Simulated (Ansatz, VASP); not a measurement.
ZrB2: VASP beside Ansatz

The input POSCAR:

```
ZrB2
1.0
    3.1487241912      0.0000000000      0.0000000000
   -1.5743620956      2.7268751391      0.0000000000
    0.0000000000      0.0000000000      3.5092878761
Zr B
1 2
Direct
    0.0000000000      0.0000000000      0.0000000000
    0.6666666667      0.3333333333      0.5000000000
    0.3333333333      0.6666666667      0.5000000000
```

File INCAR.step1:

```
ALGO = Normal ; EDIFF = 1E-4
ENCUT = 520 ; GGA = PE
ISMEAR = -1 ; LASPH = T
LCHARG = F ; LREAL = F
LWAVE = T ; NBANDS = 16
NELM = 100 ; PREC = Accurate
SIGMA = 0.05
```

File INCAR.step2:

```
ALGO = Normal ; EDIFF = 1E-7
ENCUT = 520 ; ISIF = 2
ISMEAR = -1 ; ISTART = 1
LASPH = T ; LCHARG = F
LMIXTAU = T ; LREAL = F
LWAVE = F ; METAGGA = R2SCAN
NBANDS = 16 ; NELM = 100
PREC = Accurate ; SIGMA = 0.05
```

Contents of KPOINTS:

```
k-points
0
Gamma
  10 10 8
```

input.yaml

```yaml
crystal:
  lattice:
    - [3.1487241912, 0.0, 0.0]
    - [-1.5743620956, 2.7268751391, 0.0]
    - [0.0, 0.0, 3.5092878761]
  atoms:
    - { symbol: Zr, position: [0.0, 0.0, 0.0] }
    - { symbol: B, position: [0.6666666667, 0.3333333333, 0.5] }
    - { symbol: B, position: [0.3333333333, 0.6666666667, 0.5] }
hamiltonian:
  xc: r2scan
  pseudopotentials: { kind: paw }
kpoints:
  mp_grid: { grid: [10, 10, 8] }
scf:
  occupations: { method: fermi_dirac, width: 0.05 }
output:
  forces: true
  stress: true
  eigenvalues: true
```

Alike in both runs: task single point; functional r2SCAN; k mesh 10 × 10 × 8; occupations fermi-dirac, width 0.05 eV; no spin polarisation.

|  | VASP | Ansatz |
| --- | --- | --- |
| version | VASP 6.6.1 | Ansatz 0.2.0 |
| potentials or method | VASP PAW PBE potentials, release 64 (Zr_sv, B) | Ansatz PAW |
| plane-wave cutoff (eV) | 520 | 500 |
| valence electrons in the cell | 18 | 18 |

|  | VASP | Ansatz | Ansatz less VASP |
| --- | --- | --- | --- |
| gap on the k mesh at the Fermi level (eV) | none | none | - |
| pressure (GPa) | 6.1 | 6.0 | -0.11 |
| traceless stress, the component that is largest in VASP (GPa) | 1.41 | 1.40 | -0.007 |

VASP's potentials were made for PBE, not for r2SCAN. A gap of «none» marks a metal or a gap that the smearing closes. With one functional, cell and mesh, what is left measures potentials, basis and numerics.
